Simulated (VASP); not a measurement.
# TiAl3 in VASP: a series of runs

The runs below take TiAl3 through single point, with PBE.

Program: VASP 6.6.1. These are calculated values, not measurements. Logs are shortened: lines on timing, memory, paths and dates and some standing lists are left out, and cuts for length are marked.

**1. The cell of the first run**

The structure is orthorhombic, space group Pmm2 (No. 25). Conventional cell: a = 2.824 Å, b = 4.470 Å, c = 5.217 Å, α = 90.00°, β = 90.00°, γ = 90.00°. Ti (site symmetry mm2) has 10 Al at 2.80 to 3.07 Å and 2 Ti at 2.82 Å within 3.7 Å. Al (site symmetry mm2) has 8 Al at 2.74 to 2.82 Å and 4 Ti at 2.87 to 3.07 Å within 3.6 Å. Al (site symmetry mm2) has 8 Al at 2.74 to 3.03 Å and 4 Ti at 2.80 Å within 3.6 Å. Within 3.7 Å of Al (site symmetry mm2) lie 10 Al at 2.81 to 3.03 Å and 2 Ti at 2.85 Å.

**2. Single point, PBE (strained)**

The input, INCAR:

```
SYSTEM = TiAl3
PREC     = Accurate       ! precision mode
ENCUT    = 520            ! plane-wave cutoff, eV
EDIFF    = 1E-6           ! SCF threshold, eV
ISMEAR   = 0              ! smearing method
SIGMA    = 0.1            ! smearing width, eV
LREAL    = .False.        ! projectors in reciprocal space
LASPH    = .True.         ! aspherical terms in the spheres
NELM     = 100            ! most SCF steps
ALGO     = Normal         ! electronic algorithm
ISIF     = 2              ! what is computed and relaxed
LWAVE    = .False.        ! write WAVECAR
LCHARG   = .True.         ! write CHGCAR
GGA      = PE             ! functional
LELF     = .True.         ! ELF
LVHAR    = .True.       
NBANDS   = 18             ! bands
```

The input, KPOINTS:

```
Automatic mesh
0
Gamma
  14 10 10
  0 0 0
```

The input, POSCAR:

```
TiAl3
1.0
    2.8238032056      0.0000000000      0.0000000000
    0.0000000000      4.4696240546      0.0000000000
    0.0000000000      0.0000000000      5.2173299332
Ti Al
1 3
Direct
    0.0000000000      0.5000000000      0.1711294393
    0.5000000000      0.5000000000      0.6494406076
    0.5000000000      0.0000000000      0.3465711961
    0.0000000000      0.0000000000      0.8328577570
```

Potentials or basis: VASP PAW PBE potentials, release 64 (Ti_sv, Al).

On the command line:

```console
cat potpaw_PBE.64/Ti_sv/POTCAR potpaw_PBE.64/Al/POTCAR > POTCAR
mpirun -np 1 vasp_std > vasp.out
```

OUTCAR:

```text
SYSTEM = TiAl3
   PREC = Accurate
   ENCUT = 520
   EDIFF = 1E-6
   ISMEAR = 0
   LREAL = .False.
   LASPH = .True.
   NELM = 100
   ISIF = 2
   GGA = PE

 ion  position               nearest neighbor table
   1  0.000  0.500  0.171-   3 2.80   3 2.80   3 2.80   3 2.80   4 2.85   4 2.85   2 2.87   2 2.87
                             2 3.07   2 3.07
   2  0.500  0.500  0.649-   3 2.74   3 2.74   4 2.81   4 2.81   4 2.81   4 2.81   1 2.87   1 2.87
                             1 3.07   1 3.07
   3  0.500  0.000  0.347-   2 2.74   2 2.74   1 2.80   1 2.80   1 2.80   1 2.80   4 2.90   4 2.90
                             4 3.03   4 3.03
   4  0.000  0.000  0.833-   2 2.81   2 2.81   2 2.81   2 2.81   1 2.85   1 2.85   3 2.90   3 2.90
                             3 3.03   3 3.03

  LATTYP: Found a simple orthorhombic cell.
 ALAT       =     2.8238032056
 B/A-ratio  =     1.5828383670
 C/A-ratio  =     1.8476251896

  Lattice vectors:

 A1 = (   2.8238032056,   0.0000000000,   0.0000000000)
 A2 = (   0.0000000000,   4.4696240546,   0.0000000000)
 A3 = (   0.0000000000,   0.0000000000,   5.2173299332)

Analysis of symmetry for initial positions (statically):
=====================================================================
 Subroutine PRICEL returns:
 Original cell was already a primitive cell.

 Routine SETGRP: Setting up the symmetry group for a
 simple orthorhombic supercell.

 Subroutine GETGRP returns: Found  4 space group operations
 (whereof  4 operations were pure point group operations)
 out of a pool of  8 trial point group operations.

The static configuration has the point symmetry C_2v.

Analysis of symmetry for dynamics (positions and initial velocities):
=====================================================================
 Subroutine PRICEL returns:
 Original cell was already a primitive cell.

 Routine SETGRP: Setting up the symmetry group for a
 simple orthorhombic supercell.

 Subroutine GETGRP returns: Found  4 space group operations
 (whereof  4 operations were pure point group operations)
 out of a pool of  8 trial point group operations.

The dynamic configuration has the point symmetry C_2v.

 Subroutine INISYM returns: Found  4 space group operations
 (whereof  4 operations are pure point group operations),
 and found     1 'primitive' translations

----------------------------------------------------------------------------------------

[... 97 lines left out ...]
   LREAL  =      F    real-space projection
   EDIFFG = 0.1E-04   stopping-criterion for IOM
   NSW    =      0    number of steps for IOM
   IBRION =     -1    ionic relax: 0-MD 1-quasi-New 2-CG
   NFREE  =      0    steps in history (QN), initial steepest desc. (CG)
   ISIF   =      2    stress and relaxation
   ISYM   =      2    0-nonsym 1-usesym 2-fastsym
   POTIM  = 0.5000    time-step for ionic-motion
   TEBEG  =    0.0;   TEEND  =   0.0 temperature during run
   PSTRESS=    0.0 pullay stress
   NELECT =      21.0000    total number of electrons
   NUPDOWN=      -1.0000    fix difference up-down
   EMIN   =  10.00;   EMAX   =-10.00  energy-range for DOS
   EFERMI =   0.00;   METHOD = LEGACY
   ISMEAR =     0;   SIGMA  =   0.10  broadening in eV -4-tet -1-fermi 0-gaus
   EFERMI_NEDOS =   21; number of points for ismear=-14 and -15
   IALGO  =     38    algorithm
   IMIX   =      4    mixing-type and parameters
     AMIX     =   0.40;   BMIX     =  1.00
     AMIX_MAG =   1.60;   BMIX_MAG =  1.00
  volume/ion in A,a.u.               =      16.46       111.09
  Fermi-wavevector in a.u.,A,eV,Ry     =   1.118485  2.113629 17.020995  1.251008
  Thomas-Fermi vector in A             =   2.255116
   LORBIT       =      0    0 simple, 1 ext, 2 COOP (PROOUT), +10 PAW based schemes
   GGA     = PE    functional components
   LHFCALC =     F    Hartree Fock is set to
   AEXX    =    0.0000 exact exchange contribution
   IVDW    =     0    specifies the selected vdW correction
   LEPSILON=     F    determine dielectric tensor
   LRPA    =     F    only Hartree local field effects (RPA)
 non-spin polarized calculation
 Gauss-broadening in eV      SIGMA  =   0.10
  energy-cutoff  :      520.00
  volume of cell :       65.85
 maximum number of plane-waves:      1798
 NGX is ok and might be reduce to    24
   NGX = 11   NGY = 17   NGZ = 19

 number of electron      20.9999997 magnetization

 Free energy of the ion-electron system (eV)
  ---------------------------------------------------
  ext. energy  EPLUGINS =         0.00000000
  ---------------------------------------------------
  free energy    TOTEN  =       -19.85841393 eV

  energy without entropy =      -19.84475669  energy(sigma->0) =      -19.85158531

 E-fermi :   8.0039     XC(G=0): -10.5851

 val. band max:        8.0037726922   @ k =   0.3571   0.3000   0.4000
 cond. band min:       8.0079586222   @ k =   0.3571   0.1000   0.1000
 fundamental gap:      0.0041859301
 Fermi energy:         8.0038504956

 k-point     1 :       0.0000    0.0000    0.0000
  band No.  band energies     occupation
      1     -48.6491      2.00000
      2     -24.9981      2.00000
      3     -24.9535      2.00000
      4     -24.5791      2.00000
      5      -2.1729      2.00000
      6       2.8582      2.00000
[... 481 lines left out ...]
      5       2.4945      2.00000
      6       2.7158      2.00000
[... 10 lines left out ...]
     17      11.9864      0.00000
     18      12.7901      0.00000

 [... further k-points ...]

------------------------ aborting loop because EDIFF is reached ----------------------------------------

  FORCE on cell =-STRESS in cart. coord.  units (eV):
  Direction    XX          YY          ZZ          XY          YZ          ZX
  --------------------------------------------------------------------------------------
  -------------------------------------------------------------------------------------
  Total        0.1355619      1.6797768     -2.5401535      0.0000000      0.0000000      0.0000000
  in kB        3.2983321     40.8703579    -61.8040334      0.0000000      0.0000000      0.0000000
  external PRESSURE =      -5.8784478 kB  Pullay stress =       0.0000000 kB

 VOLUME and BASIS-vectors are now :
 -----------------------------------------------------------------------------
  energy-cutoff  :      520.00
  volume of cell :       65.85
      direct lattice vectors                 reciprocal lattice vectors
     2.823803206  0.000000000  0.000000000     0.354132327  0.000000000  0.000000000
     0.000000000  4.469624055  0.000000000     0.000000000  0.223732463  0.000000000
     0.000000000  0.000000000  5.217329933     0.000000000  0.000000000  0.191668921

 POSITION                                       TOTAL-FORCE (eV/Angst)
 -----------------------------------------------------------------------------------
      0.00000      2.23481      0.89284         0.000000      0.000000     -0.509086
      1.41190      2.23481      3.38835         0.000000      0.000000      0.551181
      1.41190      0.00000      1.80818         0.000000      0.000000     -0.325395
      0.00000      0.00000      4.34529         0.000000      0.000000      0.283300
 -----------------------------------------------------------------------------------
    total drift:                                0.000000     -0.000000     -0.000111

  FREE ENERGIE OF THE ION-ELECTRON SYSTEM (eV)
  ---------------------------------------------------
  free  energy   TOTEN  =       -19.8584139252 eV

  energy  without entropy=      -19.8447566914  energy(sigma->0) =      -19.85158531
```

Wall time 2.9 min (1 thread of Intel Xeon Platinum 8488C (Sapphire Rapids), shared host); peak memory 0.42 GiB.

What came out:

```yaml
Free_energy: -19.8584 eV
Pressure: -0.6 GPa
Largest_force: 0.551 eV/Å
```

Forces on the atoms (eV/Å):
```
Ti   0.000  0.000 -0.509
Al   0.000  0.000  0.551
Al   0.000  0.000 -0.325
Al   0.000  0.000  0.283
```

Stress tensor (GPa, compression positive):
```
 0.33  0.00  0.00
 0.00  4.09  0.00
 0.00  0.00 -6.18
```

Caveat: the cell differs from its parent crystal (strained).

**3. Single point, PBE (strained and its atoms moved)**

The input, INCAR:

```
SYSTEM = TiAl3
PREC     = Accurate       ! precision mode
ENCUT    = 520            ! plane-wave cutoff, eV
EDIFF    = 1E-7           ! SCF threshold, eV
ISMEAR   = 0              ! smearing method
SIGMA    = 0.1            ! smearing width, eV
LREAL    = .FALSE.        ! projectors in reciprocal space
LASPH    = .TRUE.         ! aspherical terms in the spheres
NELM     = 100            ! most SCF steps
ALGO     = Normal         ! electronic algorithm
ISIF     = 2              ! what is computed and relaxed
LWAVE    = .FALSE.        ! write WAVECAR
LCHARG   = .FALSE.        ! write CHGCAR
GGA      = PE             ! functional
NBANDS   = 18             ! bands
```

The input, KPOINTS:

```
regular mesh
0
G
  14 10 10
  0 0 0
```

The input, POSCAR:

```
TiAl3
1.0
    2.8323790301      0.0000000000      0.0000000000
    0.0000000000      4.6048189589      0.0000000000
    0.0000000000      0.0000000000      4.9003009332
Ti Al
1 3
Direct
    0.0000000000      0.5000000000      0.1664476377
    0.5000000000      0.5000000000      0.6592229925
    0.5000000000      0.0000000000      0.3293508262
    0.0000000000      0.0000000000      0.8449775437
```

Potentials or basis: VASP PAW PBE potentials, release 64 (Ti_sv, Al).

On the command line:

```console
cat potpaw_PBE.64/Ti_sv/POTCAR potpaw_PBE.64/Al/POTCAR > POTCAR
mpirun -np 1 vasp_std > vasp.out
```

It took 3.1 min on 1 thread of Intel Xeon Platinum 8488C (Sapphire Rapids), shared host; peak memory 0.41 GiB.

It converged, with:

```
Free energy   : -20.0121 eV
Pressure      : 2.0 GPa
Largest force : 0.325 eV/Å
```

Forces on the atoms (eV/Å):
```
Ti   0.000  0.000 -0.220
Al   0.000  0.000  0.300
Al   0.000  0.000  0.245
Al   0.000  0.000 -0.325
```

Stress tensor (GPa, compression positive):
```
-0.21  0.00  0.00
 0.00  3.91  0.00
 0.00  0.00  2.22
```

Levels at points of the mesh, in eV from the Fermi level:
```tsv
k point	band 8	band 9	band 10	band 11	band 12	band 13	band 14	band 15
(0.00, 0.00, 0.00)	-3.42	-2.52	-0.82	-0.36	2.37	2.41	2.82	2.83
(0.50, 0.00, 0.00)	-2.05	-1.78	0.26	0.59	0.76	1.45	1.75	2.28
(0.00, 0.50, 0.00)	-3.19	-2.09	-1.53	-0.11	2.22	2.38	2.77	3.15
(0.50, 0.50, 0.00)	-3.38	-1.69	-0.50	-0.37	0.76	1.05	1.20	3.34
(0.00, 0.00, 0.50)	-2.18	-1.98	-1.05	-0.32	2.26	2.30	2.42	3.22
(0.50, 0.00, 0.50)	-3.62	-1.38	-0.18	0.02	0.55	1.28	2.15	3.27
(0.00, 0.50, 0.50)	-4.87	-0.18	-0.02	0.75	2.25	2.29	3.66	5.09
(0.50, 0.50, 0.50)	-3.23	-2.88	-2.78	-0.85	-0.27	1.03	2.11	2.40
```

Caveat: the cell differs from its parent crystal (strained and its atoms moved).

**4. Single point, PBE (strained and its atoms moved)**

The input, INCAR:

```
  ALGO = Normal
  EDIFF = 1E-7
  ENCUT = 520
  GGA = PE
  ISIF = 2
  ISMEAR = 0
  LASPH = T
  LCHARG = T
  LELF = T
  LREAL = F
  LVHAR = T
  LWAVE = F
  NBANDS = 18
  NELM = 100
  PREC = Accurate
  SIGMA = 0.1
```

The input, KPOINTS:

```
k-points
0
Gamma
  14 10 10
```

The input, POSCAR:

```
TiAl3
1.0
    2.8922962148      0.0000000000      0.0378528944
    0.0000000000      4.5276717282      0.0000000000
    0.0653268909      0.0000000000      4.6550678035
Ti Al
1 3
Direct
   -0.0161883265      0.5000000000      0.1801416336
    0.5156854943      0.5000000000      0.6522433738
    0.5004109613      0.0000000000      0.3317582124
    0.0000918710      0.0000000000      0.8358557802
```

On the command line:

```console
cat potpaw_PBE.64/Ti_sv/POTCAR potpaw_PBE.64/Al/POTCAR > POTCAR
mpirun -np 1 vasp_std > vasp.out
```

Wall time 4.6 min (1 thread of Intel Xeon Platinum 8488C (Sapphire Rapids), shared host); peak memory 0.52 GiB.

The run converged. Its results:

* Free energy: -19.7288 eV
* Pressure: 8.3 GPa
* Largest force: 1.477 eV/Å

Forces on the atoms (eV/Å):
```
Ti   0.631  0.000 -1.158
Al  -0.473  0.000  1.399
Al  -0.153  0.000 -0.101
Al  -0.005  0.000 -0.140
```

Stress tensor (GPa, compression positive):
```
 2.71  0.00 -3.52
 0.00  8.47  0.00
-3.52  0.00 13.87
```

Levels at points of the mesh, in eV from the Fermi level:
```csv
k point,band 8,band 9,band 10,band 11,band 12,band 13,band 14,band 15
"(0.00, 0.00, 0.00)",-3.57,-2.56,-0.72,-0.28,2.10,2.21,3.19,3.29
"(0.50, 0.00, 0.00)",-2.15,-2.07,0.28,0.59,0.94,1.10,1.59,2.46
"(0.00, 0.50, 0.00)",-2.66,-1.99,-1.18,-0.06,1.94,2.13,3.03,3.68
"(0.50, 0.50, 0.00)",-3.84,-1.72,-0.63,-0.32,0.69,1.04,1.52,3.54
"(0.00, 0.00, 0.50)",-2.18,-1.79,-0.92,-0.16,1.90,2.24,2.60,3.72
"(0.50, 0.00, 0.50)",-3.80,-1.55,-0.46,-0.13,0.51,1.05,2.15,3.34
"(0.00, 0.50, 0.50)",-4.89,-0.05,0.06,0.96,1.97,2.01,4.59,5.86
"(0.50, 0.50, 0.50)",-3.63,-3.00,-2.93,-1.06,-0.30,0.97,2.23,2.65
```

Caveat: the cell differs from its parent crystal (strained and its atoms moved); forces of over 1 eV/Å act on the atoms, so gaps and moduli don't describe the material at rest.

**5. Summary**

```csv
cell,gap on the mesh (eV),pressure (GPa),largest force (eV/Å)
"a = 2.824, b = 4.470, c = 5.217 Å, 4 atoms",none,-0.6,0.55
"a = 2.832, b = 4.605, c = 4.900 Å, 4 atoms",none,2.0,0.32
"a = 2.893, b = 4.528, c = 4.656 Å, angles 90.0, 88.4, 90.0°, 4 atoms",none,8.3,1.48
```

Alike in all rows: task single point; level PBE; potentials or basis VASP PAW PBE potentials, release 64 (Ti_sv, Al); no spin polarisation; k mesh 14 × 10 × 10; cutoff (eV) 520; smearing gaussian 0.1 eV.

Caveats: forces of over 1 eV/Å act on the atoms, so gaps and moduli don't describe the material at rest (some runs).

Total energies depend on the potentials used, so only differences within one code and one set of settings carry meaning.
